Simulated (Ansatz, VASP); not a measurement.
# C in VASP and in Ansatz

The input INCAR:

```
SYSTEM = C
PREC = Accurate
ENCUT = 520
EDIFF = 1E-6
ISMEAR = 0
SIGMA = 0.15
LREAL = .FALSE.
LASPH = .TRUE.
NELM = 80
ALGO = Normal
ISIF = 2
LWAVE = .FALSE.
LCHARG = .FALSE.
GGA = CA
NBANDS = 11
```

KPOINTS

```
Automatic mesh
0
G
  24 24 6
  0 0 0
```

Contents of POSCAR:

```
C
1.0
    2.4561701622      0.0000000000      0.0000000000
   -1.2280850811      2.1271057565      0.0000000000
    0.0000000000      0.0000000000      8.5238033600
C
2
Direct
    0.2879229994      0.6334239951      0.0000000000
    0.6666666667      0.3333333333      0.0000000000
```

Input for Ansatz:

```yaml
crystal:
  lattice:
    - [2.4561701622, 0.0, 0.0]
    - [-1.2280850811, 2.1271057565, 0.0]
    - [0.0, 0.0, 8.52380336]
  atoms:
    - { symbol: C, position: [0.2879229994, 0.6334239951, 0.0] }
    - { symbol: C, position: [0.6666666667, 0.3333333333, 0.0] }
basis:
  ecutwfc: 420
kpoints:
  mp_grid: { grid: [24, 24, 6] }
hamiltonian:
  xc: lda
scf:
  occupations: { method: gaussian, width: 0.15 }
output:
  forces: true
  stress: true
  eigenvalues: true
```

Alike in both runs: task single point; functional LDA; k mesh 24 × 24 × 6; occupations gaussian, width 0.15 eV; no spin polarisation.

|  | VASP | Ansatz |
| --- | --- | --- |
| version | VASP 6.6.1 | Ansatz 0.2.0 |
| potentials or method | VASP PAW LDA potentials, release 64 (C), cutoff 520 eV | scalar-relativistic, plane waves, PAW |
| valence electrons in the cell | 8 | 8 |

|  | VASP | Ansatz | Ansatz less VASP |
| --- | --- | --- | --- |
| gap on the k mesh at the Fermi level (eV) | 0.44 | 0.44 | +0.001 |
| least direct gap on the mesh (eV) | 0.44 | 0.44 | +0.001 |
| rms of the force components (eV/Å) | 3.443 | 3.450 | +0.0074 |

LDA's correlation is that of Perdew and Zunger in VASP and of Perdew and Wang (1992) in Ansatz. Atom by atom the forces differ by 0.007 eV/Å (rms over components).
